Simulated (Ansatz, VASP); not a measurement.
# Bi: VASP beside Ansatz

The input INCAR:

```
SYSTEM = Bi
  PREC = Accurate
  ENCUT = 520
  EDIFF = 1E-6
  ISMEAR = -1
  SIGMA = 0.1
  LREAL = .FALSE.
  LASPH = .TRUE.
  NELM = 80
  ALGO = Normal
  ISIF = 2
  LWAVE = .FALSE.
  LCHARG = .TRUE.
  GGA = PS
  LELF = .TRUE.
  LVHAR = .TRUE.
  NBANDS = 22
```

KPOINTS

```
regular mesh
0
G
  9 9 9
  0 0 0
```

File POSCAR:

```
Bi
1.0
    0.0000000000      3.5372869589      3.5372869589
    3.5372869589      0.0000000000      3.5372869589
    3.5372869589      3.5372869589      0.0000000000
Bi
2
Direct
    0.1250000000      0.1250000000      0.1250000000
    0.8750000000      0.8750000000      0.8750000000
```

Input for Ansatz:

```yaml
crystal:
  lattice:
    - [0.0, 3.5372869589, 3.5372869589]
    - [3.5372869589, 0.0, 3.5372869589]
    - [3.5372869589, 3.5372869589, 0.0]
  atoms:
    - { symbol: Bi, position: [0.125, 0.125, 0.125] }
    - { symbol: Bi, position: [0.875, 0.875, 0.875] }
hamiltonian:
  xc: pbesol
  pseudopotentials:
    kind: paw
    azcp:
      Bi: "pseudopotentials/Bi.paw.azcp"
basis:
  ecutwfc: 420
  fft_grid_basis: typed
kpoints:
  mp_grid: { grid: [9, 9, 9], shift: [0, 0, 0] }
magnetization:
  spin_polarized: false
scf:
  occupations: { method: fermi_dirac, width: 0.1 }
  lower_state_search: "off"
output:
  stress: true
```

Alike in both runs: task single point; functional PBEsol; k mesh 9 × 9 × 9; occupations fermi-dirac, width 0.1 eV; no spin polarisation.

|  | VASP | Ansatz |
| --- | --- | --- |
| version | VASP 6.6.1 | Ansatz 0.2.0 |
| potentials or method | VASP PAW PBE potentials, release 64 (Bi_d), cutoff 520 eV | plane waves (420 eV) with PAW, scalar-relativistic |
| valence electrons in the cell | 30 | 30 |

```tsv
	VASP	Ansatz	Ansatz less VASP
pressure (GPa)	1.4	1.4	+0.03
```

VASP's potentials were made for PBE, not for PBEsol, and Ansatz warns of the same on its side.

Neither program's run includes spin-orbit coupling.
